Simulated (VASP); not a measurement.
# Sn3PbO4 (P4mm) in VASP: a series of runs, part 3 of 3

VASP 6.6.1.

## 4. Relaxation of cell and atoms, PBE

INCAR reads:

```
ALGO = Normal
EDIFF = 1E-6
EDIFFG = -0.04
ENCUT = 600
GGA = PE
IBRION = 2
ISIF = 3
ISMEAR = 0
LASPH = True
LCHARG = False
LREAL = False
LWAVE = False
NELM = 80
NSW = 90
PREC = Accurate
SIGMA = 0.1
```

KPOINTS reads:

```
k-points
0
Gamma
  4 4 2
```

POSCAR reads:

```
Sn3PbO4
1.0
    3.8615879700      0.0000000000      0.0000000000
    0.0000000000      3.8615879700      0.0000000000
    0.0000000000      0.0000000000     10.1568546200
Sn Pb O
3 1 4
Direct
    0.5000000000      0.5000000000      0.6129873900
    0.0000000000      0.0000000000      0.3870126100
    0.0000000000      0.0000000000      0.8870126100
    0.5000000000      0.5000000000      0.1129873900
    0.5000000000      0.0000000000      0.0000000000
    0.5000000000      0.0000000000      0.5000000000
    0.0000000000      0.5000000000      0.0000000000
    0.0000000000      0.5000000000      0.5000000000
```

Potentials or basis: VASP PAW PBE potentials, release 64 (Sn_d, Pb_d, O).

On the command line:

```bash
$ cat potpaw_PBE.64/Sn_d/POTCAR potpaw_PBE.64/Pb_d/POTCAR potpaw_PBE.64/O/POTCAR > POTCAR
$ mpirun -np 1 vasp_std > vasp.out
```

OUTCAR:

```text
EDIFF = 1E-6
   EDIFFG = -0.04
   ENCUT = 600
   GGA = PE
   IBRION = 2
   ISIF = 3
   ISMEAR = 0
   LASPH = True
   LREAL = False
   NELM = 80
   NSW = 90
   PREC = Accurate

 ion  position               nearest neighbor table
   1  0.500  0.500  0.613-   6 2.25   8 2.25   6 2.25   8 2.25   2 3.57   2 3.57   2 3.57   2 3.57

   2  0.000  0.000  0.387-   6 2.25   8 2.25   8 2.25   6 2.25   1 3.57   1 3.57   1 3.57   1 3.57
                             4 3.90   4 3.90   4 3.90   4 3.90
   3  0.000  0.000  0.887-   5 2.25   7 2.25   7 2.25   5 2.25   4 3.57   4 3.57   4 3.57   4 3.57

   4  0.500  0.500  0.113-   5 2.25   7 2.25   5 2.25   7 2.25   3 3.57   3 3.57   3 3.57   3 3.57
                             2 3.90   2 3.90   2 3.90   2 3.90
   5  0.500  0.000  0.000-   3 2.25   4 2.25   4 2.25   3 2.25
   6  0.500  0.000  0.500-   1 2.25   2 2.25   1 2.25   2 2.25
   7  0.000  0.500  0.000-   3 2.25   4 2.25   3 2.25   4 2.25
   8  0.000  0.500  0.500-   1 2.25   2 2.25   2 2.25   1 2.25

  LATTYP: Found a simple tetragonal cell.
 ALAT       =     3.8615879700
 C/A-ratio  =     2.6302274346

  Lattice vectors:

 A1 = (   3.8615879700,   0.0000000000,   0.0000000000)
 A2 = (   0.0000000000,   3.8615879700,   0.0000000000)
 A3 = (   0.0000000000,   0.0000000000,  10.1568546200)

Analysis of symmetry for initial positions (statically):
=====================================================================
 Subroutine PRICEL returns:
 Original cell was already a primitive cell.

 Routine SETGRP: Setting up the symmetry group for a
 simple tetragonal supercell.

 Subroutine GETGRP returns: Found  8 space group operations
 (whereof  8 operations were pure point group operations)
 out of a pool of 16 trial point group operations.

The static configuration has the point symmetry C_4v.

Analysis of symmetry for dynamics (positions and initial velocities):
=====================================================================
 Subroutine PRICEL returns:
 Original cell was already a primitive cell.

 Routine SETGRP: Setting up the symmetry group for a
 simple tetragonal supercell.

 Subroutine GETGRP returns: Found  8 space group operations
 (whereof  8 operations were pure point group operations)
 out of a pool of 16 trial point group operations.

The dynamic configuration has the point symmetry C_4v.

 Subroutine INISYM returns: Found  8 space group operations
 (whereof  8 operations are pure point group operations),
 and found     1 'primitive' translations

----------------------------------------------------------------------------------------

                                     Primitive cell

  volume of cell :     151.4576

  direct lattice vectors                    reciprocal lattice vectors
     3.861587970  0.000000000  0.000000000     0.258960823  0.000000000  0.000000000
     0.000000000  3.861587970  0.000000000     0.000000000  0.258960823  0.000000000
     0.000000000  0.000000000 10.156854620     0.000000000  0.000000000  0.098455677

  length of vectors
     3.861587970  3.861587970 10.156854620     0.258960823  0.258960823  0.098455677

  position of ions in fractional coordinates (direct lattice)
     0.500000000  0.500000000  0.612987390
     0.000000000  0.000000000  0.387012610
     0.000000000  0.000000000  0.887012610
     0.500000000  0.500000000  0.112987390
     0.500000000  0.000000000  0.000000000
     0.500000000  0.000000000  0.500000000
     0.000000000  0.500000000  0.000000000
     0.000000000  0.500000000  0.500000000

  ion indices of the primitive-cell ions
   primitive index   ion index
[... 49 lines left out ...]
   k-points           NKPTS =     12   k-points in BZ     NKDIM =     12   number of bands    NBANDS=     48
   number of dos      NEDOS =    301   number of ions     NIONS =      8
   total plane-waves  NPLWV =  86016
   dimension x,y,z NGX =    32 NGY =   32 NGZ =   84
   dimension x,y,z NGXF=    64 NGYF=   64 NGZF=  168
   ions per type =               3   1   4
   NGX,Y,Z   is equivalent  to a cutoff of  13.78, 13.78, 13.75 a.u.
   NGXF,Y,Z  is equivalent  to a cutoff of  27.55, 27.55, 27.50 a.u.
 SYSTEM =  unknown system
   PREC   = accura    normal or accurate (medium, high low for compatibility)
   ISTART =      0    job   : 0-new  1-cont  2-samecut
   ICHARG =      2    charge: 1-file 2-atom 10-const
   ISPIN  =      1    spin polarized calculation?
   LNONCOLLINEAR =      F non collinear calculations
   LSORBIT =      F    spin-orbit coupling
   LASPH  =      T    aspherical Exc in radial PAW
   ENCUT  =  600.0 eV  44.10 Ry    6.64 a.u.   7.71  7.71 20.29*2*pi/ulx,y,z
   NELM   =     80;   NELMIN=  2; NELMDL= -5     # of ELM steps
   EDIFF  = 0.1E-05   stopping-criterion for ELM
   LREAL  =      F    real-space projection
   EDIFFG = -.4E-01   stopping-criterion for IOM
   NSW    =     90    number of steps for IOM
   IBRION =      2    ionic relax: 0-MD 1-quasi-New 2-CG
   NFREE  =      1    steps in history (QN), initial steepest desc. (CG)
   ISIF   =      3    stress and relaxation
   ISYM   =      2    0-nonsym 1-usesym 2-fastsym
   POTIM  = 0.5000    time-step for ionic-motion
   TEBEG  =    0.0;   TEEND  =   0.0 temperature during run
   PSTRESS=    0.0 pullay stress
   NELECT =      80.0000    total number of electrons
   NUPDOWN=      -1.0000    fix difference up-down
   EMIN   =  10.00;   EMAX   =-10.00  energy-range for DOS
   EFERMI =   0.00;   METHOD = LEGACY
   ISMEAR =     0;   SIGMA  =   0.10  broadening in eV -4-tet -1-fermi 0-gaus
   EFERMI_NEDOS =   21; number of points for ismear=-14 and -15
   IALGO  =     38    algorithm
   IMIX   =      4    mixing-type and parameters
     AMIX     =   0.40;   BMIX     =  1.00
     AMIX_MAG =   1.60;   BMIX_MAG =  1.00
  volume/ion in A,a.u.               =      18.93       127.76
  Fermi-wavevector in a.u.,A,eV,Ry     =   1.323349  2.500767 23.827245  1.751253
  Thomas-Fermi vector in A             =   2.452964
   LORBIT       =      0    0 simple, 1 ext, 2 COOP (PROOUT), +10 PAW based schemes
   GGA     = PE    functional components
   LHFCALC =     F    Hartree Fock is set to
   AEXX    =    0.0000 exact exchange contribution
   IVDW    =     0    specifies the selected vdW correction
   LEPSILON=     F    determine dielectric tensor
   LRPA    =     F    only Hartree local field effects (RPA)
 conjugate gradient relaxation of ions
 non-spin polarized calculation
 Gauss-broadening in eV      SIGMA  =   0.10
  energy-cutoff  :      600.00
  volume of cell :      151.46
 maximum number of plane-waves:      5096
 NGX is ok and might be reduce to    32
   NGX = 15   NGY = 15   NGZ = 41

--------------------------------------- Ionic step        1  -------------------------------------------

 number of electron      80.0000001 magnetization

 Free energy of the ion-electron system (eV)
  ---------------------------------------------------
  ext. energy  EPLUGINS =         0.00000000
  ---------------------------------------------------
  free energy    TOTEN  =       -44.61528421 eV

  energy without entropy =      -44.61528421  energy(sigma->0) =      -44.61528421

------------------------ aborting loop because EDIFF is reached ----------------------------------------

  FORCE on cell =-STRESS in cart. coord.  units (eV):
  Direction    XX          YY          ZZ          XY          YZ          ZX
  --------------------------------------------------------------------------------------
  -------------------------------------------------------------------------------------
  Total        4.2189667      4.2189667      3.7055047      0.0000000      0.0000000     -0.0000000
  in kB       44.6298653     44.6298653     39.1982659      0.0000000      0.0000000     -0.0000000
  external PRESSURE =      42.8193322 kB  Pullay stress =       0.0000000 kB
[... 107 lines left out ...]
  FREE ENERGIE OF THE ION-ELECTRON SYSTEM (eV)
  ---------------------------------------------------
  free  energy   TOTEN  =       -44.7860445550 eV

  energy  without entropy=      -44.7860445479  energy(sigma->0) =      -44.78604455

[... ionic steps 4 to 17 ...]

--------------------------------------- Ionic step       18  -------------------------------------------

 number of electron      79.9999970 magnetization

------------------------ aborting loop because EDIFF is reached ----------------------------------------
[... 79 lines left out ...]
--------------------------------------- Ionic step       20  -------------------------------------------

 number of electron      79.9999969 magnetization

 Free energy of the ion-electron system (eV)
  ---------------------------------------------------
  ext. energy  EPLUGINS =         0.00000000
  ---------------------------------------------------
  free energy    TOTEN  =       -44.82036629 eV

  energy without entropy =      -44.82036629  energy(sigma->0) =      -44.82036629

 E-fermi :   5.8801     XC(G=0):  -9.5864

 val. band max:        5.4451861969   @ k =   0.0000   0.0000   0.0000
 cond. band min:       6.3060302438   @ k =   0.5000   0.5000   0.0000
 fundamental gap:      0.8608440469
 Fermi energy:         5.8801289887

 k-point     1 :       0.0000    0.0000    0.0000
  band No.  band energies     occupation
      1     -16.1903      2.00000
      2     -15.8616      2.00000
      3     -15.8616      2.00000
      4     -15.8449      2.00000
      5     -15.8437      2.00000
      6     -15.8173      2.00000
[... 636 lines left out ...]
  FREE ENERGIE OF THE ION-ELECTRON SYSTEM (eV)
  ---------------------------------------------------
  free  energy   TOTEN  =       -44.8203662889 eV

  energy  without entropy=      -44.8203662888  energy(sigma->0) =      -44.82036629

 reached required accuracy - stopping structural energy minimisation
```

Run time: 39 min. Hardware: 1 thread of Intel Xeon 8259CL, shared host; peak memory 0.35 GiB.

Results:

| Item | Value |
| --- | --- |
| Free energy | -44.8204 eV |
| Relaxed volume | 20.00 Å³/atom |
| Relaxed cell | a = 3.904 Å, b = 3.904 Å, c = 10.497 Å, α = 90.00°, β = 90.00°, γ = 90.00° |
| Space group after relaxing (to 0.1 Å) | P4mm (No. 99) |
| Energy gained by relaxing | 25.6 meV/atom |
| Ionic steps | 20 |
| Pressure after relaxing | 0.0 GPa |
| Largest force after relaxing | 0.029 eV/Å |
| Band gap on the k mesh | 0.86 eV (least direct gap 1.69 eV) |

Forces on the atoms (eV/Å):
```
Sn   0.000  0.000  0.029
Sn   0.000  0.000  0.006
Sn   0.000  0.000 -0.019
Pb   0.000  0.000  0.003
O    0.000  0.000 -0.009
O    0.000  0.000  0.000
O    0.000  0.000 -0.009
O    0.000  0.000  0.000
```

Stress tensor (GPa, compression positive):
```
 0.06  0.00  0.00
 0.00  0.06  0.00
 0.00  0.00 -0.15
```

The path:
```csv
step,energy change (eV),largest force (eV/Å),pressure (GPa),volume (Å³)
1,0.0000,2.0869,4.28,151.46
2,-0.0838,1.0527,-3.69,162.82
3,-0.1708,0.6137,-0.71,157.87
4,-0.1957,0.1759,-0.03,156.98
5,-0.1962,0.1187,0.12,156.83
6,-0.1973,0.0611,-0.01,157.10
7,-0.1973,0.0604,-0.03,157.14
8,-0.1978,0.0514,0.04,157.13
9,-0.1987,0.0641,0.23,157.09
10,-0.1988,0.0851,0.32,157.08
11,-0.1990,0.0845,0.31,157.12
12,-0.1995,0.0830,0.28,157.24
13,-0.2003,0.0803,0.22,157.48
14,-0.2014,0.0742,0.10,157.97
15,-0.2022,0.1601,-0.13,158.95
16,-0.2032,0.1331,-0.10,159.16
17,-0.2044,0.0771,-0.02,159.60
18,-0.2039,0.1482,0.14,160.47
19,-0.2047,0.0483,0.01,159.92
20,-0.2051,0.0288,-0.01,159.99
```

Final structure:
```cif
data_structure
_symmetry_space_group_name_H-M 'P 1'
_symmetry_Int_Tables_number 1
_cell_length_a 3.9040
_cell_length_b 3.9040
_cell_length_c 10.4970
_cell_angle_alpha 90.000
_cell_angle_beta 90.000
_cell_angle_gamma 90.000
_cell_volume 159.99
loop_
_atom_site_label
_atom_site_type_symbol
_atom_site_fract_x
_atom_site_fract_y
_atom_site_fract_z
_atom_site_occupancy
Sn1 Sn 0.50000 0.50000 0.61786 1
Sn2 Sn 0.00000 0.00000 0.39806 1
Sn3 Sn 0.00000 0.00000 0.88383 1
Pb1 Pb 0.50000 0.50000 0.11224 1
O1 O 0.50000 0.00000 0.98959 1
O2 O 0.50000 0.00000 0.50441 1
O3 O 0.00000 0.50000 0.98959 1
O4 O 0.00000 0.50000 0.50441 1
```

Levels at points of the mesh, in eV from the valence-band top:
| k point | band 38 | band 39 | band 40 | band 41 | band 42 | band 43 |
| --- | --- | --- | --- | --- | --- | --- |
| (0.00, 0.00, 0.00) | -2.15 | -1.66 | 0.00 | 1.69 | 1.97 | 3.66 |
| (0.50, 0.00, 0.00) | -1.96 | -1.55 | -1.12 | 2.31 | 2.40 | 3.09 |
| (0.50, 0.50, 0.00) | -1.70 | -1.41 | -1.32 | 0.86 | 0.86 | 2.88 |
| (0.00, 0.00, 0.50) | -2.15 | -0.82 | -0.51 | 1.60 | 1.88 | 4.03 |
| (0.50, 0.00, 0.50) | -1.71 | -1.71 | -1.35 | 2.36 | 2.54 | 2.93 |
| (0.50, 0.50, 0.50) | -1.70 | -1.43 | -1.41 | 1.50 | 1.50 | 1.61 |

Caveat: spin-orbit coupling is left out, which moves the levels of the heavy elements.

## 5. Single point, PBE

This run uses another cell than the first one, of 19.84 Å³/atom.

INCAR reads:

```
SYSTEM = Sn3PbO4
PREC     = Accurate       ! precision mode
ENCUT    = 520            ! plane-wave cutoff, eV
EDIFF    = 1E-7           ! SCF threshold, eV
ISMEAR   = 0              ! smearing method
SIGMA    = 0.02           ! smearing width, eV
LREAL    = .False.        ! projectors in reciprocal space
LASPH    = .True.         ! aspherical terms in the spheres
NELM     = 100            ! most SCF steps
ALGO     = Normal         ! electronic algorithm
ISIF     = 2              ! what is computed and relaxed
LWAVE    = .False.        ! write WAVECAR
LCHARG   = .False.        ! write CHGCAR
GGA      = PE             ! functional
NBANDS   = 50             ! bands
```

KPOINTS reads:

```
regular mesh
0
Gamma
  8 8 4
  0 0 0
```

POSCAR reads:

```
Sn3PbO4
1.0
    3.9061732860      0.0000000000      0.0000000000
    0.0000000000      3.9061732860      0.0000000000
    0.0000000000      0.0000000000     10.4025570287
Sn Pb O
3 1 4
Direct
    0.5000000000      0.5000000000      0.6205707261
    0.0000000000      0.0000000000      0.3998214432
    0.0000000000      0.0000000000      0.8812230465
    0.5000000000      0.5000000000      0.1109172013
    0.5000000000      0.0000000000      0.9872627101
    0.5000000000      0.0000000000      0.5064710813
    0.0000000000      0.5000000000      0.9872627101
    0.0000000000      0.5000000000      0.5064710813
```

Potentials or basis: VASP PAW PBE potentials, release 64 (Sn_d, Pb_d, O).

On the command line:

```bash
$ cat potpaw_PBE.64/Sn_d/POTCAR potpaw_PBE.64/Pb_d/POTCAR potpaw_PBE.64/O/POTCAR > POTCAR
$ mpirun -np 1 vasp_std > vasp.out
```

OUTCAR:

```text
SYSTEM = Sn3PbO4
   PREC = Accurate
   ENCUT = 520
   EDIFF = 1E-7
   ISMEAR = 0
   LREAL = .False.
   LASPH = .True.
   NELM = 100
   ISIF = 2
   GGA = PE

 ion  position               nearest neighbor table
   1  0.500  0.500  0.621-   6 2.29   8 2.29   6 2.29   8 2.29   2 3.59   2 3.59   2 3.59   2 3.59

   2  0.000  0.000  0.400-   6 2.25   8 2.25   8 2.25   6 2.25   1 3.59   1 3.59   1 3.59   1 3.59

   3  0.000  0.000  0.881-   5 2.24   7 2.24   7 2.24   5 2.24   4 3.65   4 3.65   4 3.65   4 3.65

   4  0.500  0.500  0.111-   5 2.34   7 2.34   5 2.34   7 2.34   3 3.65   3 3.65   3 3.65   3 3.65

[... 1490 lines left out ...]
  in kB        1.7690567      1.7690567      1.9220332      0.0000000      0.0000000      0.0000000
  external PRESSURE =       1.8200489 kB  Pullay stress =       0.0000000 kB

 VOLUME and BASIS-vectors are now :
 -----------------------------------------------------------------------------
  energy-cutoff  :      520.00
  volume of cell :      158.72
      direct lattice vectors                 reciprocal lattice vectors
     3.906173286  0.000000000  0.000000000     0.256005028  0.000000000  0.000000000
     0.000000000  3.906173286  0.000000000     0.000000000  0.256005028  0.000000000
     0.000000000  0.000000000 10.402557029     0.000000000  0.000000000  0.096130211

 POSITION                                       TOTAL-FORCE (eV/Angst)
 -----------------------------------------------------------------------------------
      1.95309      1.95309      6.45552         0.000000      0.000000      0.078574
      0.00000      0.00000      4.15917         0.000000     -0.000000     -0.076643
      0.00000      0.00000      9.16697         0.000000      0.000000     -0.071983
      1.95309      1.95309      1.15382         0.000000     -0.000000      0.046687
      1.95309      0.00000     10.27006         0.000000     -0.000000      0.011573
      1.95309      0.00000      5.26859         0.000000     -0.000000      0.000110
      0.00000      1.95309     10.27006         0.000000     -0.000000      0.011573
      0.00000      1.95309      5.26859        -0.000000     -0.000000      0.000110
 -----------------------------------------------------------------------------------
    total drift:                                0.000000     -0.000000      0.000497

  FREE ENERGIE OF THE ION-ELECTRON SYSTEM (eV)
  ---------------------------------------------------
  free  energy   TOTEN  =       -44.8315620648 eV

  energy  without entropy=      -44.8315620648  energy(sigma->0) =      -44.83156206
```

It took 9.8 min on 1 thread of Intel Xeon 8259CL, shared host; peak memory 0.44 GiB.

Results:

| Item | Value |
| --- | --- |
| Free energy | -44.8316 eV |
| Pressure | 0.2 GPa |
| Largest force | 0.079 eV/Å |
| Band gap on the k mesh | 0.82 eV (least direct gap 1.66 eV) |

Forces on the atoms (eV/Å):
```
Sn   0.000  0.000  0.079
Sn   0.000  0.000 -0.077
Sn   0.000  0.000 -0.072
Pb   0.000  0.000  0.047
O    0.000  0.000  0.012
O    0.000  0.000  0.000
O    0.000  0.000  0.012
O    0.000  0.000  0.000
```

Caveat: spin-orbit coupling is left out, which moves the levels of the heavy elements. A k mesh can miss the band edges.

## 6. Overview

```tsv
task	cell	k mesh	cutoff (eV)	smearing	gap on the mesh (eV)	pressure (GPa)	largest force (eV/Å)
single point	a = 3.862, b = 3.862, c = 10.157 Å, 8 atoms, atomic positions A	4 × 4 × 2	520	gaussian 0.1 eV	0.75	4.3	2.09
single point	a = 3.905, b = 3.905, c = 10.349 Å, 8 atoms, atomic positions B	4 × 4 × 2	520	gaussian 0.1 eV	0.79	0.3	0.08
relaxation of cell and atoms	relaxed from a = 3.862, b = 3.862, c = 10.157 Å, 8 atoms, atomic positions A	4 × 4 × 2	600	gaussian 0.1 eV	0.86	0.0	0.03
single point	a = 3.906, b = 3.906, c = 10.403 Å, 8 atoms, atomic positions C	8 × 8 × 4	520	gaussian 0.02 eV	0.82	0.2	0.08
```

Alike in all rows: level PBE; potentials or basis VASP PAW PBE potentials, release 64 (Sn_d, Pb_d, O); no spin polarisation.

Caveats: spin-orbit coupling is left out, which moves the levels of the heavy elements; the cell stands under pressure (at least some runs); forces of over 1 eV/Å act on the atoms, so gaps and moduli don't describe the material at rest (at least some runs).

Total energies depend on the potentials used, so only differences within one code and one set of settings carry meaning.
